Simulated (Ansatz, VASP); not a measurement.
# Ti: VASP beside Ansatz

```
Ti
1.0
     2.86150    0.00000    0.00000
    -1.43075    2.47813    0.00000
     0.00000    0.00000    4.68600
Ti
2
Cartesian
  0.0000 1.6521 1.1715
  1.4307 0.8260 3.5145
```

Change from the starting cell: equal xx and yy strain of -3 %.

Alike in both runs: task single point; functional PBE; k mesh 13 × 13 × 7; occupations fermi-dirac, width 0.08 eV; no spin polarisation.

```csv
,VASP,Ansatz
version,VASP 6.6.1,Ansatz 0.2.0
potentials or method,"VASP PAW PBE potentials, release 64 (Ti_sv), cutoff 520 eV","all-electron LAPW, scalar-relativistic"
```

```tsv
	VASP	Ansatz	Ansatz less VASP
pressure (GPa)	5.2	5.6	+0.36
traceless stress, the component that is largest in VASP (GPa)	-2.54	-2.56	-0.014
```

Ansatz ran all-electron here, and VASP with PAW potentials.
